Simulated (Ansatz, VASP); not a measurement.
# Two plane-wave programs on NaYCd2

```
CELL_PARAMETERS angstrom
4.00424 0.00000 0.00000
-2.00212 3.46778 0.00000
-2.00212 1.15593 6.69564
ATOMIC_POSITIONS crystal
Y 0.50000 0.50000 0.50000
Na 0.00000 0.00000 0.00000
Cd 0.24260 0.75740 0.72780
Cd 0.75740 0.24260 0.27220
```

Alike in both runs: task single point; functional r2SCAN; k mesh 10 × 10 × 10; no spin polarisation.

|  | VASP | Ansatz |
| --- | --- | --- |
| version | VASP 6.6.1 | Ansatz 0.2.0 |
| potentials or method | VASP PAW PBE potentials, release 64 (Y_sv, Na_pv, Cd), cutoff 520 eV | PAW plane waves |
| occupations | fermi-dirac, width 0.1 eV | fermi-dirac |
| valence electrons in the cell | 42 | 60 |

Ansatz gave:

| Item | Value |
| --- | --- |
| pressure (GPa) | 14.8 |
| traceless stress, the component that is largest in VASP (GPa) | 0.43 |
| rms of the force components (eV/Å) | 0.743 |

Problem. Estimate VASP's values.

Solution. Pressure (GPa): 15.0; traceless stress, the component that is largest in VASP (GPa): 0.41; rms of the force components (eV/Å): 0.763.

VASP's potentials were made for PBE, not for r2SCAN. Atom by atom the forces differ by 0.020 eV/Å (rms over components). VASP's potentials hold 42 valence electrons a cell and Ansatz's 60, so a difference there can come from the potentials and not from the codes. Ansatz's warnings: structure snapped to symmetry.
